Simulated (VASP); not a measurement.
# SnS4 (P4/mmm) in VASP: relaxation of cell and atoms with PBE

Aim: the relaxation of cell and atoms of SnS4 with PBE.

All numbers are computed with VASP 6.6.1; they aren't measurements. Logs are shortened: lines on timing, memory, paths and dates and some standing lists are left out, and cuts for length are marked.

### Step 1. The cell of the first run

It takes space group P4/mmm (No. 123, tetragonal). The conventional cell has a = 4.476 Å, b = 4.476 Å, c = 5.656 Å, α = 90.00°, β = 90.00°, γ = 90.00°. Sn (site symmetry 4/mmm) has 14 S at 2.83 to 3.61 Å within 3.7 Å. Within 3.0 Å of S (site symmetry mmm) lie 2 S at 2.24 Å. Within 3.0 Å of S (site symmetry 4/mmm) lie 4 S at 2.24 Å and 2 Sn at 2.83 Å. S (site symmetry 4/mmm) has 4 Sn at 3.16 Å and 16 S at 3.61 to 4.24 Å within 4.3 Å.

The cell was generated, and may not be a known phase.

### Step 2. Relaxation of cell and atoms, PBE

INCAR

```
SYSTEM = SnS4
PREC = Accurate ; ENCUT = 600
EDIFF = 1E-6 ; ISMEAR = 0
SIGMA = 0.1 ; LREAL = .FALSE.
LASPH = .TRUE. ; NELM = 60
ALGO = Fast ; ISIF = 3
LWAVE = .FALSE. ; LCHARG = .FALSE.
GGA = PE ; IBRION = 2
NSW = 100 ; EDIFFG = -0.01
```

KPOINTS

```
regular mesh
0
G
  8 8 8
  0 0 0
```

POSCAR

```
SnS4
1.0
    4.4757958066      0.0000000000      0.0000000000
    0.0000000000      4.4757958066      0.0000000000
    0.0000000000      0.0000000000      5.6559041148
Sn S
1 4
Direct
    0.5000000000      0.5000000000      0.5000000000
    0.0000000000      0.5000000000      0.0000000000
    0.5000000000      0.0000000000      0.0000000000
    0.5000000000      0.5000000000      0.0000000000
    0.0000000000      0.0000000000      0.5000000000
```

Potentials or basis: VASP PAW PBE potentials, release 64 (Sn_d, S).

The run is started by

```
> cat potpaw_PBE.64/Sn_d/POTCAR potpaw_PBE.64/S/POTCAR > POTCAR
> mpirun -np 1 vasp_std > vasp.out
```

OUTCAR:

```text
SYSTEM = SnS4
   PREC = Accurate
   ENCUT = 600
   EDIFF = 1E-6
   ISMEAR = 0
   LREAL = .FALSE.
   LASPH = .TRUE.
   NELM = 60
   ISIF = 3
   GGA = PE
   IBRION = 2
   NSW = 100
   EDIFFG = -0.01

 ion  position               nearest neighbor table
   1  0.500  0.500  0.500-   4 2.83   4 2.83   5 3.16   5 3.16   5 3.16   5 3.16
   2  0.000  0.500  0.000-   4 2.24   4 2.24
   3  0.500  0.000  0.000-   4 2.24   4 2.24
   4  0.500  0.500  0.000-   2 2.24   3 2.24   3 2.24   2 2.24   1 2.83   1 2.83
   5  0.000  0.000  0.500-   1 3.16   1 3.16   1 3.16   1 3.16

  LATTYP: Found a simple tetragonal cell.
 ALAT       =     4.4757958066
 C/A-ratio  =     1.2636644653

  Lattice vectors:

 A1 = (   4.4757958066,   0.0000000000,   0.0000000000)
 A2 = (   0.0000000000,   4.4757958066,   0.0000000000)
 A3 = (   0.0000000000,   0.0000000000,   5.6559041148)

Analysis of symmetry for initial positions (statically):
=====================================================================
 Subroutine PRICEL returns:
 Original cell was already a primitive cell.

 Routine SETGRP: Setting up the symmetry group for a
 simple tetragonal supercell.

 Subroutine GETGRP returns: Found 16 space group operations
 (whereof 16 operations were pure point group operations)
 out of a pool of 16 trial point group operations.

The static configuration has the point symmetry D_4h.

Analysis of symmetry for dynamics (positions and initial velocities):
=====================================================================
 Subroutine PRICEL returns:
 Original cell was already a primitive cell.

 Routine SETGRP: Setting up the symmetry group for a
 simple tetragonal supercell.

 Subroutine GETGRP returns: Found 16 space group operations
 (whereof 16 operations were pure point group operations)
 out of a pool of 16 trial point group operations.

The dynamic configuration has the point symmetry D_4h.

 Subroutine INISYM returns: Found 16 space group operations
 (whereof 16 operations are pure point group operations),
 and found     1 'primitive' translations

----------------------------------------------------------------------------------------

                                     Primitive cell

  volume of cell :     113.3033

  direct lattice vectors                    reciprocal lattice vectors
     4.475795807  0.000000000  0.000000000     0.223423955  0.000000000  0.000000000
     0.000000000  4.475795807  0.000000000     0.000000000  0.223423955  0.000000000
     0.000000000  0.000000000  5.655904115     0.000000000  0.000000000  0.176806392

  length of vectors
     4.475795807  4.475795807  5.655904115     0.223423955  0.223423955  0.176806392

  position of ions in fractional coordinates (direct lattice)
     0.500000000  0.500000000  0.500000000
     0.000000000  0.500000000  0.000000000
     0.500000000  0.000000000  0.000000000
     0.500000000  0.500000000  0.000000000
     0.000000000  0.000000000  0.500000000

  ion indices of the primitive-cell ions
   primitive index   ion index
                 1           1
                 2           2
                 3           3
                 4           4
                 5           5

----------------------------------------------------------------------------------------

 KPOINTS: regular mesh

Automatic generation of k-mesh.
 Grid dimensions read from file:
 generate k-points for:    8    8    8

 Generating k-lattice:

  Cartesian coordinates                     Fractional coordinates (reciprocal lattice)
     0.027927994  0.000000000  0.000000000     0.125000000  0.000000000  0.000000000
     0.000000000  0.027927994  0.000000000     0.000000000  0.125000000  0.000000000
     0.000000000  0.000000000  0.022100799     0.000000000  0.000000000  0.125000000

  Length of vectors
     0.027927994  0.027927994  0.022100799

  Shift w.r.t. Gamma in fractional coordinates (k-lattice)
     0.000000000  0.000000000  0.000000000

 Subroutine IBZKPT returns following result:
 ===========================================

 Found     75 irreducible k-points:

 Following reciprocal coordinates:
            Coordinates               Weight
  0.000000  0.000000  0.000000      1.000000
  0.125000  0.000000  0.000000      4.000000
  0.250000  0.000000  0.000000      4.000000
  0.375000  0.000000  0.000000      4.000000
  0.500000  0.000000  0.000000      2.000000
  0.125000  0.125000  0.000000      4.000000
[... 16 lines left out ...]
  0.375000  0.125000  0.125000     16.000000
  0.500000  0.125000  0.125000      8.000000
 [... further k-points ...]
   k-points           NKPTS =     75   k-points in BZ     NKDIM =     75   number of bands    NBANDS=     23
   number of dos      NEDOS =    301   number of ions     NIONS =      5
   total plane-waves  NPLWV =  62208
   dimension x,y,z NGX =    36 NGY =   36 NGZ =   48
   dimension x,y,z NGXF=    72 NGYF=   72 NGZF=   96
   ions per type =               1   4
   NGX,Y,Z   is equivalent  to a cutoff of  13.37, 13.37, 14.11 a.u.
   NGXF,Y,Z  is equivalent  to a cutoff of  26.74, 26.74, 28.22 a.u.
 SYSTEM =  SnS4
   PREC   = accura    normal or accurate (medium, high low for compatibility)
   ISTART =      0    job   : 0-new  1-cont  2-samecut
   ICHARG =      2    charge: 1-file 2-atom 10-const
   ISPIN  =      1    spin polarized calculation?
   LNONCOLLINEAR =      F non collinear calculations
   LSORBIT =      F    spin-orbit coupling
   LASPH  =      T    aspherical Exc in radial PAW
   ENCUT  =  600.0 eV  44.10 Ry    6.64 a.u.   8.94  8.94 11.30*2*pi/ulx,y,z
   NELM   =     60;   NELMIN=  2; NELMDL= -5     # of ELM steps
   EDIFF  = 0.1E-05   stopping-criterion for ELM
   LREAL  =      F    real-space projection
   EDIFFG = -.1E-01   stopping-criterion for IOM
   NSW    =    100    number of steps for IOM
   IBRION =      2    ionic relax: 0-MD 1-quasi-New 2-CG
   NFREE  =      1    steps in history (QN), initial steepest desc. (CG)
   ISIF   =      3    stress and relaxation
   ISYM   =      2    0-nonsym 1-usesym 2-fastsym
   POTIM  = 0.5000    time-step for ionic-motion
   TEBEG  =    0.0;   TEEND  =   0.0 temperature during run
   PSTRESS=    0.0 pullay stress
   NELECT =      38.0000    total number of electrons
   NUPDOWN=      -1.0000    fix difference up-down
   EMIN   =  10.00;   EMAX   =-10.00  energy-range for DOS
   EFERMI =   0.00;   METHOD = LEGACY
   ISMEAR =     0;   SIGMA  =   0.10  broadening in eV -4-tet -1-fermi 0-gaus
   EFERMI_NEDOS =   21; number of points for ismear=-14 and -15
   IALGO  =     68    algorithm
   IMIX   =      4    mixing-type and parameters
     AMIX     =   0.40;   BMIX     =  1.00
     AMIX_MAG =   1.60;   BMIX_MAG =  1.00
  volume/ion in A,a.u.               =      22.66       152.92
  Fermi-wavevector in a.u.,A,eV,Ry     =   1.137423  2.149417 17.602267  1.293730
  Thomas-Fermi vector in A             =   2.274128
   LORBIT       =      0    0 simple, 1 ext, 2 COOP (PROOUT), +10 PAW based schemes
   GGA     = PE    functional components
   LHFCALC =     F    Hartree Fock is set to
   AEXX    =    0.0000 exact exchange contribution
   IVDW    =     0    specifies the selected vdW correction
   LEPSILON=     F    determine dielectric tensor
   LRPA    =     F    only Hartree local field effects (RPA)
 conjugate gradient relaxation of ions
 non-spin polarized calculation
 RMM-DIIS sequential band-by-band and
 Gauss-broadening in eV      SIGMA  =   0.10
  energy-cutoff  :      600.00
  volume of cell :      113.30
 maximum number of plane-waves:      3808
 NGX is ok and might be reduce to    36
   NGX = 17   NGY = 17   NGZ = 23

--------------------------------------- Ionic step        1  -------------------------------------------

 number of electron      38.0000002 magnetization

 Free energy of the ion-electron system (eV)
  ---------------------------------------------------
  ext. energy  EPLUGINS =         0.00000000
  ---------------------------------------------------
  free energy    TOTEN  =       -17.48006332 eV

  energy without entropy =      -17.46325295  energy(sigma->0) =      -17.47165814

------------------------ aborting loop because EDIFF is reached ----------------------------------------

  FORCE on cell =-STRESS in cart. coord.  units (eV):
  Direction    XX          YY          ZZ          XY          YZ          ZX
  --------------------------------------------------------------------------------------
  -------------------------------------------------------------------------------------
  Total       -1.1248550     -1.1248550      0.7645779      0.0000000      0.0000000      0.0000000
  in kB      -15.9061316    -15.9061316     10.8115950      0.0000000      0.0000000      0.0000000
  external PRESSURE =      -7.0002227 kB  Pullay stress =       0.0000000 kB
[... 141 lines left out ...]
  energy  without entropy=      -17.4852241790  energy(sigma->0) =      -17.49307686

--------------------------------------- Ionic step        5  -------------------------------------------

 number of electron      38.0000001 magnetization

 Free energy of the ion-electron system (eV)
  ---------------------------------------------------
  ext. energy  EPLUGINS =         0.00000000
  ---------------------------------------------------
  free energy    TOTEN  =       -17.50196758 eV

  energy without entropy =      -17.48600840  energy(sigma->0) =      -17.49398799

 E-fermi :   4.5921     XC(G=0):  -9.5883

 val. band max:        4.5787658420   @ k =   0.3750   0.1250   0.2500
 cond. band min:       4.6028717968   @ k =   0.2500   0.1250   0.3750
 fundamental gap:      0.0241059547
 Fermi energy:         4.5921142441

 k-point     1 :       0.0000    0.0000    0.0000
  band No.  band energies     occupation
      1     -17.1070      2.00000
      2     -17.0665      2.00000
      3     -17.0665      2.00000
      4     -17.0298      2.00000
      5     -17.0151      2.00000
      6     -12.1038      2.00000
[... 613 lines left out ...]
     22       6.4944      0.00000
     23       7.2778      0.00000

 [... further k-points ...]

------------------------ aborting loop because EDIFF is reached ----------------------------------------

  FORCE on cell =-STRESS in cart. coord.  units (eV):
  Direction    XX          YY          ZZ          XY          YZ          ZX
  --------------------------------------------------------------------------------------
  -------------------------------------------------------------------------------------
  Total       -0.0415290     -0.0415290      0.0237604      0.0000000      0.0000000      0.0000000
  in kB       -0.5880817     -0.5880817      0.3364652      0.0000000      0.0000000      0.0000000
  external PRESSURE =      -0.2798994 kB  Pullay stress =       0.0000000 kB
[... 20 lines left out ...]
  FREE ENERGIE OF THE ION-ELECTRON SYSTEM (eV)
  ---------------------------------------------------
  free  energy   TOTEN  =       -17.5019675792 eV

  energy  without entropy=      -17.4860084002  energy(sigma->0) =      -17.49398799

 reached required accuracy - stopping structural energy minimisation
```

Run time: 9.2 min. Hardware: 1 thread of Oxide Virtual Turin-like, shared host; peak memory 0.36 GiB.

Results:

- Free energy: -17.5020 eV
- Relaxed volume: 22.63 Å³/atom
- Relaxed cell: a = 4.424 Å, b = 4.424 Å, c = 5.781 Å, α = 90.00°, β = 90.00°, γ = 90.00°
- Space group after relaxing (to 0.1 Å): P4/mmm (No. 123)
- Energy gained by relaxing: 4.4 meV/atom
- Ionic steps: 5
- Pressure after relaxing: 0.0 GPa
- Band gap on the k mesh: zero (bands 19 and 20 overlap by 0.97 eV)

The path:
```csv
step,energy change (eV),largest force (eV/Å),pressure (GPa),volume (Å³)
1,0.0000,0.0000,-0.70,113.30
2,-0.0172,0.0000,0.34,111.68
3,-0.0175,0.0000,0.48,111.44
4,-0.0209,0.0000,0.21,112.33
5,-0.0219,0.0000,-0.03,113.14
```

Final structure:
```
CELL_PARAMETERS angstrom
4.42386 0.00000 0.00000
0.00000 4.42386 0.00000
0.00000 0.00000 5.78124
ATOMIC_POSITIONS crystal
Sn 0.50000 0.50000 0.50000
S 0.00000 0.50000 0.00000
S 0.50000 0.00000 0.00000
S 0.50000 0.50000 0.00000
S 0.00000 0.00000 0.50000
```

Levels at points of the mesh, in eV from the Fermi level:
```
           k point  band 15  band 16  band 17  band 18  band 19  band 20  band 21  band 22  band 23
(0.00, 0.00, 0.00)    -1.89    -1.10    -0.90    -0.36    -0.36     1.09     4.40     4.40     5.08
(0.50, 0.00, 0.00)    -1.93    -0.74    -0.54    -0.19    -0.04     0.03     0.23     1.10     2.10
(0.50, 0.50, 0.00)    -2.17    -2.17    -1.79    -0.93    -0.66    -0.66     1.21     1.32     4.62
(0.00, 0.00, 0.50)    -1.94    -1.42    -1.04    -0.52    -0.52     0.64     1.88     3.63     3.63
(0.50, 0.00, 0.50)    -1.86    -1.12    -0.99    -0.98    -0.40     0.62     1.12     1.29     1.54
(0.50, 0.50, 0.50)    -1.79    -0.85    -0.85    -0.65    -0.65    -0.17     0.74     1.22     2.23
```

Caveat: spin-orbit coupling is left out, which moves the levels of the heavy elements.

The gap in the log of VASP goes by the Fermi energy; the results here count the filled bands.